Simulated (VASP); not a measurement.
NaH16BrO8, 26 atoms in the cell. The cell holds a disordered packing, 26 atoms: a = 7.174 Å, b = 7.174 Å, c = 7.174 Å, α = 90.00°, β = 90.00°, γ = 90.00°. 

```yaml
Program: VASP 6.6.1
Task: single point
Functional: r2SCAN
Dispersion: D3(BJ)
Potentials_or_basis: VASP PAW PBE potentials, release 64 (O, H, Na_pv, Br)
Cutoff: 580 eV
k_mesh: 1 × 1 × 1
Occupations: fermi-dirac, width 0.05 eV
Spin: no spin polarisation
Dipole_correction: no
Further_INCAR_settings: ALGO = Normal; EDIFF = 1e-06; NBANDS = 58
```

Potentials or basis: VASP PAW PBE potentials, release 64 (O, H, Na_pv, Br).

Run with:

```bash
$ cat potpaw_PBE.64/O/POTCAR potpaw_PBE.64/H/POTCAR potpaw_PBE.64/Na_pv/POTCAR potpaw_PBE.64/Br/POTCAR > POTCAR
$ cp INCAR.step1 INCAR
$ mpirun -np 1 vasp_gam > vasp.out
$ cp INCAR.step2 INCAR
$ mpirun -np 1 vasp_gam > vasp.out
```

Hardware: 1 thread of Intel Xeon 8259CL (shared host).

Question: How long does it take, and how much memory?

Answer: It took 5.8 min on 1 thread of Intel Xeon 8259CL, with other jobs on the host, peak memory 0.48 GiB. Counts: k points 1.
